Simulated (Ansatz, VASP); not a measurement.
**Na3H: VASP beside Ansatz**

```
Na H
1.0
     4.67792    0.00000    0.00000
     0.00000    4.67792    0.00000
     0.00000    0.00000    4.67792
Na H
3 1
Direct
  0.00000 0.50000 0.50000
  0.50000 0.00000 0.50000
  0.50000 0.50000 0.00000
  0.00000 0.00000 0.00000
```

Alike in both runs: functional PBE; k mesh 4 × 4 × 4; occupations gaussian, width 0.1 eV; no spin polarisation.

Ansatz relaxed the structure, and its values are those at the end. VASP's run is a single point on that final structure, the one shown.

|  | VASP | Ansatz |
| --- | --- | --- |
| version | VASP 6.6.1 | Ansatz 0.2.0 |
| potentials or method | VASP PAW PBE potentials, release 64 (Na_pv, H), cutoff 520 eV | scalar-relativistic, plane waves, PAW |
| valence electrons in the cell | 22 | 28 |

VASP gave:

```
gap on the k mesh at the Fermi level (eV) : none
pressure (GPa)                            : 0.3
```

Estimate Ansatz's values.

gap on the k mesh at the Fermi level (eV): none; pressure (GPa): 0.4.

A gap of «none» marks a metal or a gap that the smearing closes. The functional is the same, so the differences come from potentials, cutoffs and numerics. VASP's potentials hold 22 valence electrons a cell and Ansatz's 28, so a difference there can come from the potentials and not from the codes.
